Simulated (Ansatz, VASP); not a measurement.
## Ru: VASP beside Ansatz

```xyz
3
Lattice="4.2398 0.0000 0.0000 -2.1199 3.6718 0.0000 0.0000 0.0000 2.6280" Properties=species:S:1:pos:R:3 pbc="T T T"
Ru    0.0000    0.0000    0.0000
Ru    0.0000    2.4478    1.3140
Ru    2.1199    1.2239    1.3140
```

Alike in both runs: task relaxation of cell and atoms; functional PBEsol; k mesh 12 × 12 × 16; occupations gaussian, width 0.1 eV; no spin polarisation.

|  | VASP | Ansatz |
| --- | --- | --- |
| version | VASP 6.6.1 | Ansatz 0.2.0 |
| potentials or method | VASP PAW PBE potentials, release 64 (Ru_pv), cutoff 600 eV | scalar-relativistic, plane waves, PAW |
| valence electrons in the cell | 42 | 48 |

|  | VASP | Ansatz | Ansatz less VASP |
| --- | --- | --- | --- |
| gap on the k mesh at the Fermi level, each at its own relaxed structure (eV) | none | none | - |
| relaxed volume (Å³/atom) | 13.64 | 13.64 | +0.001 |
| relaxed length of the cell vector where the two differ most in proportion (Å) | 2.651 | 2.652 | +0.0014 |

VASP's potentials were made for PBE, not for PBEsol. A gap of «none» marks a metal or a gap that the smearing closes. VASP's potentials hold 42 valence electrons a cell and Ansatz's 48, so a difference there can come from the potentials and not from the codes.
